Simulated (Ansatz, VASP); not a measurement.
## Two plane-wave programs on Rb4O

Contents of INCAR:

```
SYSTEM = Rb4O
  PREC = Accurate
  ENCUT = 520
  EDIFF = 1E-6
  ISMEAR = 0
  SIGMA = 0.1
  LREAL = .FALSE.
  LASPH = .TRUE.
  NELM = 150
  ALGO = Normal
  ISIF = 2
  LWAVE = .FALSE.
  LCHARG = .FALSE.
  ISPIN = 2
  MAGMOM = 0 0 0 0 1
  LORBIT = 11
  GGA = PE
  NBANDS = 33
```

Contents of KPOINTS:

```
Automatic mesh
0
G
  4 4 4
  0 0 0
```

The input POSCAR:

```
Rb4O
1.0
   -5.0720289946      5.0720289946      3.5839650762
    5.0720289946     -5.0720289946      3.5839650762
    5.0720289946      5.0720289946     -3.5839650762
Rb O
4 1
Direct
    0.5000000000      0.2455694027      0.7455694027
    0.5000000000      0.7544305973      0.2544305973
    0.2455694027      0.5000000000      0.7455694027
    0.7544305973      0.5000000000      0.2544305973
    0.5000000000      0.5000000000      0.0000000000
```

Input for Ansatz:

```yaml
crystal:
  lattice:
    - [-5.0720289946, 5.0720289946, 3.5839650762]
    - [5.0720289946, -5.0720289946, 3.5839650762]
    - [5.0720289946, 5.0720289946, -3.5839650762]
  atoms:
    - { symbol: Rb, position: [0.5, 0.2455694027, 0.7455694027] }
    - { symbol: Rb, position: [0.5, 0.7544305973, 0.2544305973] }
    - { symbol: Rb, position: [0.2455694027, 0.5, 0.7455694027] }
    - { symbol: Rb, position: [0.7544305973, 0.5, 0.2544305973] }
    - { symbol: O, position: [0.5, 0.5, 0.0], spin: 1.0 }
basis:
  ecutwfc: 420
kpoints:
  mp_grid: { grid: [4, 4, 4] }
hamiltonian:
  xc: pbe
scf:
  occupations: { method: gaussian, width: 0.1 }
  lower_state_search: "off"
output:
  forces: true
  stress: true
  eigenvalues: true
  populations: true
magnetization:
  spin_polarized: true
```

Alike in both runs: task single point; functional PBE; k mesh 4 × 4 × 4; occupations gaussian, width 0.1 eV; collinear spin.

```csv
,VASP,Ansatz
version,VASP 6.6.1,Ansatz 0.2.0
potentials or method,"VASP PAW PBE potentials, release 64 (Rb_sv, O), cutoff 520 eV","scalar-relativistic, plane waves, PAW"
valence electrons in the cell,42,42
```

|  | VASP | Ansatz | Ansatz less VASP |
| --- | --- | --- | --- |
| gap on the k mesh at the Fermi level (eV) | none | none | - |
| pressure (GPa) | 0.2 | 0.2 | -0.03 |
| traceless stress, the component that is largest in VASP (GPa) | -0.21 | -0.17 | +0.039 |
| rms of the force components (eV/Å) | 0.021 | 0.008 | -0.0136 |
| net moment per atom (μB) | 0.00 | 0.00 | 0.000 |

Atom by atom the forces differ by 0.014 eV/Å (rms over components). A gap of «none» marks a metal or a gap that the smearing closes. With one functional, cell and mesh, what is left measures potentials, basis and numerics. Ansatz's warnings: seeded moment not kept.
